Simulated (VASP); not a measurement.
A run of VASP 6.6.1 is set up as follows.

Contents of INCAR:

```
PREC = Accurate ; ENCUT = 600
EDIFF = 1E-6 ; ISMEAR = 1
SIGMA = 0.2 ; LREAL = F
LASPH = T ; NELM = 200
ALGO = Normal ; ISIF = 2
LWAVE = F ; LCHARG = T
ISPIN = 2 ; MAGMOM = 0 3.2
LORBIT = 11 ; LMAXMIX = 4
GGA = PS ; IVDW = 12
LELF = T ; LVHAR = T
NBANDS = 20 ; GGA_COMPAT = F
```

The input KPOINTS:

```
Automatic mesh
0
Gamma
  4 4 4
```

File POSCAR:

```
HfCo
1.0
    3.1640000000      0.0000000000      0.0000000000
    0.0000000000      3.1640000000      0.0000000000
    0.0000000000      0.0000000000      3.1640000000
Hf Co
1 1
Direct
    0.5000000000      0.5000000000      0.5000000000
    0.0000000000      0.0000000000      0.0000000000
```

Potentials or basis: VASP PAW PBE potentials, release 64 (Hf_pv, Co).

Command:

```sh
$ cat potpaw_PBE.64/Hf_pv/POTCAR potpaw_PBE.64/Co/POTCAR > POTCAR
$ mpirun -np 1 vasp_std > vasp.out
```

Problem. Estimate the net moment.

Solution. 0.37 μB per cell.

Problem. Predict the site moments.

Solution. Hf -0.11; Co +0.52 μB.

Caveat: the k points lie up to 0.50 Å⁻¹ apart; three body term missing.
